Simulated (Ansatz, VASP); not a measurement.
W: VASP beside Ansatz

The input INCAR:

```
SYSTEM = W
  PREC = Accurate
  ENCUT = 520
  EDIFF = 1E-6
  ISMEAR = 0
  SIGMA = 0.1
  LREAL = .False.
  LASPH = .True.
  NELM = 100
  ALGO = Normal
  ISIF = 2
  LWAVE = .False.
  LCHARG = .True.
  GGA = PS
  LELF = .True.
  LVHAR = .True.
  NBANDS = 13
```

KPOINTS

```
Automatic mesh
0
Gamma
  8 8 8
  0 0 0
```

The input POSCAR:

```
W
1.0
   -1.6203678277      1.6203678277      1.6203678277
    1.6203678277     -1.6203678277      1.6203678277
    1.6203678277      1.6203678277     -1.6203678277
W
1
Direct
    0.0000000000      0.0000000000      0.0000000000
```

Input for Ansatz:

```yaml
crystal:
  lattice:
    - [-1.6203678277, 1.6203678277, 1.6203678277]
    - [1.6203678277, -1.6203678277, 1.6203678277]
    - [1.6203678277, 1.6203678277, -1.6203678277]
  atoms:
    - { symbol: W, position: [0.0, 0.0, 0.0] }
basis:
  ecutwfc: 420
kpoints:
  mp_grid: { grid: [8, 8, 8] }
hamiltonian:
  xc: pbesol
scf:
  occupations: { method: gaussian, width: 0.1 }
output:
  forces: true
  stress: true
  eigenvalues: true
```

Alike in both runs: task single point; functional PBEsol; k mesh 8 × 8 × 8; occupations gaussian, width 0.1 eV; no spin polarisation.

|  | VASP | Ansatz |
| --- | --- | --- |
| version | VASP 6.6.1 | Ansatz 0.2.0 |
| potentials or method | VASP PAW PBE potentials, release 64 (W_sv), cutoff 520 eV | scalar-relativistic, plane waves, PAW |
| valence electrons in the cell | 14 | 14 |

Ansatz gave:

| Item | Value |
| --- | --- |
| gap on the k mesh at the Fermi level (eV) | none |
| pressure (GPa) | -22.0 |

**Question.** What did VASP give for the same quantities?

**Answer.** gap on the k mesh at the Fermi level (eV): none; pressure (GPa): -21.7.

VASP's potentials were made for PBE, not for PBEsol. A gap of «none» marks a metal or a gap that the smearing closes.

Neither program's run includes spin-orbit coupling.
